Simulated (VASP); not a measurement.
KBr:

```
CELL_PARAMETERS angstrom
0.00000 3.35045 3.35045
3.35045 0.00000 3.35045
3.35045 3.35045 0.00000
ATOMIC_POSITIONS crystal
K 0.00000 0.00000 0.00000
Br 0.50000 0.50000 0.50000
```

| Item | Value |
| --- | --- |
| Program | VASP 6.6.1 |
| Task | relaxation of cell and atoms |
| Functional | r2SCAN |
| Potentials or basis | VASP PAW PBE potentials, release 64 (K_sv, Br) |
| Cutoff | 600 eV |
| k mesh | 6 × 6 × 6 |
| Occupations | fermi-dirac, width 0.02 eV |
| Spin | no spin polarisation |

At the start: pressure -0.6 GPa; volume 37.61 Å³/atom.

**Question.** How do energy, volume and symmetry change on relaxing?

**Answer.** Over 3 steps the energy falls by 2.9 meV/atom and the volume is 36.08 Å³/atom (-4.1 %); space group Fm-3m (No. 225, to 0.05 Å).

The path:
```tsv
step	energy change (eV)	largest force (eV/Å)	pressure (GPa)	volume (Å³)
1	0.0000	0.0000	-0.59	75.22
2	-0.0043	0.0000	-0.32	73.72
3	-0.0058	0.0000	0.01	72.15
```

Final structure:
```
CELL_PARAMETERS angstrom
0.00000 3.30427 3.30427
3.30427 0.00000 3.30427
3.30427 3.30427 0.00000
ATOMIC_POSITIONS crystal
K 0.00000 0.00000 0.00000
Br 0.50000 0.50000 0.50000
```

Caveat: the PAW data sets were made with another functional, which shifts forces and pressure a little.
